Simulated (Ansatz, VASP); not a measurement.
# Pt: VASP beside Ansatz

Contents of INCAR:

```
PREC     = Accurate       # precision mode
ENCUT    = 600            # plane-wave cutoff, eV
EDIFF    = 1E-7           # SCF threshold, eV
ISMEAR   = -1             # smearing method
SIGMA    = 0.1            # smearing width, eV
LREAL    = F              # projectors in reciprocal space
LASPH    = T              # aspherical terms in the spheres
NELM     = 60             # most SCF steps
ALGO     = Normal         # electronic algorithm
ISIF     = 3              # what is computed and relaxed
LWAVE    = F              # write WAVECAR
LCHARG   = F              # write CHGCAR
GGA      = B5             # functional
ALDAX    = 1.0          
AGGAX    = 1.0          
AGGAC    = 1.0          
ALDAC    = 0.0          
IBRION   = 2              # ionic algorithm
NSW      = 80             # ionic steps
EDIFFG   = -0.01          # ionic threshold
```

File KPOINTS:

```
Automatic mesh
0
Gamma
  10 10 10
```

POSCAR

```
Pt
1.0
    0.0000000000      2.7314125730      2.7314125730
    2.7314125730      0.0000000000      2.7314125730
    2.7314125730      2.7314125730      0.0000000000
Pt
2
Direct
    0.1250000000      0.1250000000      0.1250000000
    0.8750000000      0.8750000000      0.8750000000
```

Input for Ansatz:

```yaml
crystal:
  lattice:
    - [0.0, 2.731412573, 2.731412573]
    - [2.731412573, 0.0, 2.731412573]
    - [2.731412573, 2.731412573, 0.0]
  atoms:
    - { symbol: Pt, position: [0.125, 0.125, 0.125] }
    - { symbol: Pt, position: [0.875, 0.875, 0.875] }
hamiltonian:
  xc: blyp
  pseudopotentials:
    kind: paw
    azcp:
      Pt: "pseudopotentials/Pt.paw.azcp"
basis:
  ecutwfc: 420
  fft_grid_basis: typed
kpoints:
  mp_grid: { grid: [10, 10, 10], shift: [0, 0, 0] }
magnetization:
  spin_polarized: false
scf:
  occupations: { method: fermi_dirac, width: 0.1 }
relax:
  max_steps: 60
  f_tol: 0.01
  cell: {}
```

Alike in both runs: task relaxation of cell and atoms; functional BLYP; k mesh 10 × 10 × 10; occupations fermi-dirac, width 0.1 eV; no spin polarisation.

```csv
,VASP,Ansatz
version,VASP 6.6.1,Ansatz 0.2.0
potentials or method,"VASP PAW PBE potentials, release 64 (Pt), cutoff 600 eV","plane waves (420 eV) with PAW, scalar-relativistic"
valence electrons in the cell,20,36
```

|  | VASP | Ansatz | Ansatz less VASP |
| --- | --- | --- | --- |
| relaxed volume (Å³/atom) | 25.67 | 25.57 | -0.101 |
| relaxed cell length with the largest relative difference (Å) | 4.172 | 4.166 | -0.0055 |

VASP's potentials were made for PBE, not for BLYP. VASP's potentials hold 20 valence electrons a cell and Ansatz's 36, so a difference there can come from the potentials and not from the codes.

Neither program's run includes spin-orbit coupling. Noted on VASP's run: the volume moved by over 15 % at a fixed basis, so the end points are rough.
